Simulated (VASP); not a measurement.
# BaO (Fm-3m) in VASP: single point with PBEsol

Aim: the single point of BaO with PBEsol.

Program: VASP 6.6.1. These are calculated values, not measurements. Logs are shortened: lines on timing, memory, paths and dates and some standing lists are left out, and cuts for length are marked.

**1. The cell of the first run**

Symmetry: Fm-3m, No. 225, cubic system. The conventional cell has a = 5.490 Å, b = 5.490 Å, c = 5.490 Å, α = 90.00°, β = 90.00°, γ = 90.00°. Ba (site symmetry m-3m) has 6 O at 2.75 Å within 3.6 Å. Within 3.6 Å of O (site symmetry m-3m) lie 6 Ba at 2.75 Å.

**2. Single point, PBEsol**

Input file INCAR:

```
PREC = Accurate ; ENCUT = 1340
EDIFF = 1E-6 ; ISMEAR = 0
SIGMA = 0.02 ; LREAL = F
LASPH = T ; NELM = 120
ALGO = Normal ; ISIF = 2
LWAVE = F ; LCHARG = F
GGA = PS ; NBANDS = 15
GGA_COMPAT = F
```

Input file KPOINTS:

```
Automatic mesh
0
Gamma
  8 8 8
```

Input file POSCAR:

```
BaO
1.0
    0.0000000000      2.7450541016      2.7450541016
    2.7450541016      0.0000000000      2.7450541016
    2.7450541016      2.7450541016      0.0000000000
Ba O
1 1
Direct
    0.0000000000      0.0000000000      0.0000000000
    0.5000000000      0.5000000000      0.5000000000
```

Potentials or basis: VASP PAW PBE potentials, release 64 (Ba_sv, O_h).

Started as:

```sh
cat potpaw_PBE.64/Ba_sv/POTCAR potpaw_PBE.64/O_h/POTCAR > POTCAR
mpirun -np 1 vasp_std > vasp.out
```

OUTCAR:

```text
PREC = Accurate
   ENCUT = 1340
   EDIFF = 1E-6
   ISMEAR = 0
   LREAL = F
   LASPH = T
   NELM = 120
   ISIF = 2
   GGA = PS

 ion  position               nearest neighbor table
   1  0.000  0.000  0.000-   2 2.75   2 2.75   2 2.75   2 2.75   2 2.75   2 2.75
   2  0.500  0.500  0.500-   1 2.75   1 2.75   1 2.75   1 2.75   1 2.75   1 2.75

  LATTYP: Found a face centered cubic cell.
 ALAT       =     5.4901082032

  Lattice vectors:

 A1 = (   0.0000000000,   2.7450541016,   2.7450541016)
 A2 = (   2.7450541016,   0.0000000000,   2.7450541016)
 A3 = (   2.7450541016,   2.7450541016,   0.0000000000)

Analysis of symmetry for initial positions (statically):
=====================================================================
 Subroutine PRICEL returns:
 Original cell was already a primitive cell.

 Routine SETGRP: Setting up the symmetry group for a
 face centered cubic supercell.

 Subroutine GETGRP returns: Found 48 space group operations
 (whereof 48 operations were pure point group operations)
 out of a pool of 48 trial point group operations.

The static configuration has the point symmetry O_h .

Analysis of symmetry for dynamics (positions and initial velocities):
=====================================================================
 Subroutine PRICEL returns:
 Original cell was already a primitive cell.

 Routine SETGRP: Setting up the symmetry group for a
 face centered cubic supercell.

 Subroutine GETGRP returns: Found 48 space group operations
 (whereof 48 operations were pure point group operations)
 out of a pool of 48 trial point group operations.

The dynamic configuration has the point symmetry O_h .

 Subroutine INISYM returns: Found 48 space group operations
 (whereof 48 operations are pure point group operations),
 and found     1 'primitive' translations

----------------------------------------------------------------------------------------

                                     Primitive cell

  volume of cell :      41.3697

  direct lattice vectors                    reciprocal lattice vectors
     0.000000000  2.745054102  2.745054102    -0.182145773  0.182145773  0.182145773
     2.745054102  0.000000000  2.745054102     0.182145773 -0.182145773  0.182145773
     2.745054102  2.745054102  0.000000000     0.182145773  0.182145773 -0.182145773

  length of vectors
     3.882092740  3.882092740  3.882092740     0.315485732  0.315485732  0.315485732

  position of ions in fractional coordinates (direct lattice)
     0.000000000  0.000000000  0.000000000
     0.500000000  0.500000000  0.500000000
[... 89 lines left out ...]
   NUPDOWN=      -1.0000    fix difference up-down
   EMIN   =  10.00;   EMAX   =-10.00  energy-range for DOS
   EFERMI =   0.00;   METHOD = LEGACY
   ISMEAR =     0;   SIGMA  =   0.02  broadening in eV -4-tet -1-fermi 0-gaus
   EFERMI_NEDOS =   21; number of points for ismear=-14 and -15
   IALGO  =     38    algorithm
   IMIX   =      4    mixing-type and parameters
     AMIX     =   0.40;   BMIX     =  1.00
     AMIX_MAG =   1.60;   BMIX_MAG =  1.00
  volume/ion in A,a.u.               =      20.68       139.59
  Fermi-wavevector in a.u.,A,eV,Ry     =   1.192762  2.253994 19.356764  1.422682
  Thomas-Fermi vector in A             =   2.328793
   LORBIT       =      0    0 simple, 1 ext, 2 COOP (PROOUT), +10 PAW based schemes
   GGA     = PS    functional components
   LHFCALC =     F    Hartree Fock is set to
   AEXX    =    0.0000 exact exchange contribution
   IVDW    =     0    specifies the selected vdW correction
   LEPSILON=     F    determine dielectric tensor
   LRPA    =     F    only Hartree local field effects (RPA)
 non-spin polarized calculation
 Gauss-broadening in eV      SIGMA  =   0.02
  energy-cutoff  :     1340.00
  volume of cell :       41.37
 maximum number of plane-waves:      4645
 NGX is ok and might be reduce to    48
   NGX = 23   NGY = 23   NGZ = 23

 number of electron      16.0000000 magnetization

 Free energy of the ion-electron system (eV)
  ---------------------------------------------------
  ext. energy  EPLUGINS =         0.00000000
  ---------------------------------------------------
  free energy    TOTEN  =       -12.39929237 eV

  energy without entropy =      -12.39929237  energy(sigma->0) =      -12.39929237

 E-fermi :   2.2327     XC(G=0):  -9.9810

 val. band max:        2.0829954361   @ k =   0.5000   0.5000   0.0000
 cond. band min:       3.8540984460   @ k =   0.5000   0.5000   0.0000
 fundamental gap:      1.7711030099
 Fermi energy:         2.2326749585

 k-point     1 :       0.0000    0.0000    0.0000
  band No.  band energies     occupation
      1     -23.7682      2.00000
      2     -12.9272      2.00000
      3      -8.2027      2.00000
      4      -8.2027      2.00000
      5      -8.2027      2.00000
      6       1.6562      2.00000
      7       1.6562      2.00000
      8       1.6562      2.00000
      9       5.5591      0.00000
     10       6.6949      0.00000
     11       6.6949      0.00000
     12       6.6949      0.00000
     13       9.0513      0.00000
     14       9.0513      0.00000
[... 401 lines left out ...]
      2     -13.5626      2.00000
      3      -8.8961      2.00000
      4      -8.8912      2.00000
      5      -8.3177      2.00000
      6       0.3985      2.00000
      7       1.0648      2.00000
      8       1.1293      2.00000
      9       6.8679      0.00000
     10       7.4844      0.00000
     11      10.0277      0.00000
     12      10.0463      0.00000
     13      12.3439      0.00000
     14      13.9551      0.00000
     15      14.3030      0.00000

 [... further k-points ...]

------------------------ aborting loop because EDIFF is reached ----------------------------------------

  FORCE on cell =-STRESS in cart. coord.  units (eV):
  Direction    XX          YY          ZZ          XY          YZ          ZX
  --------------------------------------------------------------------------------------
  -------------------------------------------------------------------------------------
  Total        0.4801401      0.4801401      0.4801401      0.0000000     -0.0000000      0.0000000
  in kB       18.5949870     18.5949870     18.5949870      0.0000000     -0.0000000      0.0000000
  external PRESSURE =      18.5949870 kB  Pullay stress =       0.0000000 kB

 VOLUME and BASIS-vectors are now :
 -----------------------------------------------------------------------------
  energy-cutoff  :     1340.00
  volume of cell :       41.37
      direct lattice vectors                 reciprocal lattice vectors
     0.000000000  2.745054102  2.745054102    -0.182145773  0.182145773  0.182145773
     2.745054102  0.000000000  2.745054102     0.182145773 -0.182145773  0.182145773
     2.745054102  2.745054102  0.000000000     0.182145773  0.182145773 -0.182145773

 POSITION                                       TOTAL-FORCE (eV/Angst)
 -----------------------------------------------------------------------------------
      0.00000      0.00000      0.00000         0.000000     -0.000000      0.000000
      2.74505      2.74505      2.74505         0.000000      0.000000     -0.000000
 -----------------------------------------------------------------------------------
    total drift:                               -0.000000     -0.000000     -0.000000

  FREE ENERGIE OF THE ION-ELECTRON SYSTEM (eV)
  ---------------------------------------------------
  free  energy   TOTEN  =       -12.3992923691 eV

  energy  without entropy=      -12.3992923691  energy(sigma->0) =      -12.39929237
```

It took 61 s on 1 thread of Intel Xeon Platinum 8375C at 2.90GHz (Ice Lake), shared host; peak memory 0.35 GiB.

What came out:

```yaml
Free_energy: -12.3993 eV
Pressure: 1.9 GPa
Band_gap_on_the_k_mesh: 1.77 eV
```

Caveat: the PAW data sets were made with another functional, which shifts forces and pressure a little; spin-orbit coupling is left out, which moves the levels of the heavy elements. A k mesh can miss the band edges.
